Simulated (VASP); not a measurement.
Input of a VASP 6.6.1 run:

INCAR

```
PREC = Accurate
ENCUT = 520
EDIFF = 1E-7
ISMEAR = 0
SIGMA = 0.05
LREAL = False
LASPH = True
NELM = 60
ALGO = Normal
ISIF = 2
LWAVE = False
LCHARG = True
GGA = PE
LELF = True
LVHAR = True
NBANDS = 36
```

The input KPOINTS:

```
regular mesh
0
Gamma
  10 10 2
```

POSCAR

```
BN
1.0
    1.8123485118     -1.8123485118      0.0000000000
    1.8123485118      0.0000000000     -1.8123485118
    8.9814448550      8.9814448550      8.9814448550
B N
6 6
Direct
    1.0000000000      0.0000000000      0.3194708881
    0.3333333333      0.3333333333      0.1849455015
    0.6666666667      0.6666666667      0.4539962747
    1.0000000000      1.0000000000      0.7230470478
    0.3333333333      0.3333333333      0.5885216612
    0.6666666667      0.6666666667      0.0504201149
    0.6666666667      0.6666666667      0.3531022347
    0.0000000000      0.0000000000      0.2185768481
    0.3333333333      0.3333333333      0.4876276213
    0.6666666667      0.6666666667      0.7566783945
    0.0000000000      0.0000000000      0.6221530079
    0.3333333333      0.3333333333      0.0840514615
```

Potentials or basis: VASP PAW PBE potentials, release 64 (B, N).

Launch:

```sh
$ cat potpaw_PBE.64/B/POTCAR potpaw_PBE.64/N/POTCAR > POTCAR
$ mpirun -np 1 vasp_std > vasp.out
```

Problem. Predict the largest force.

Solution. 3.300 eV/Å.

Problem. What does it give for the pressure?

Solution. -2.7 GPa.

Problem. What does it give for the band gap on the k mesh?

Solution. Zero (bands 24 and 25 overlap by 0.34 eV).

Stress tensor (GPa, compression positive):
```
-2.74  1.19  1.19
 1.19 -2.74  1.19
 1.19  1.19 -2.74
```

Caveat: the cell differs from its parent crystal (the distance across one plane changed); semilocal functionals underestimate gaps, and a narrow one can read as zero; forces of over 1 eV/Å act on the atoms, so gaps and moduli don't describe the material at rest.
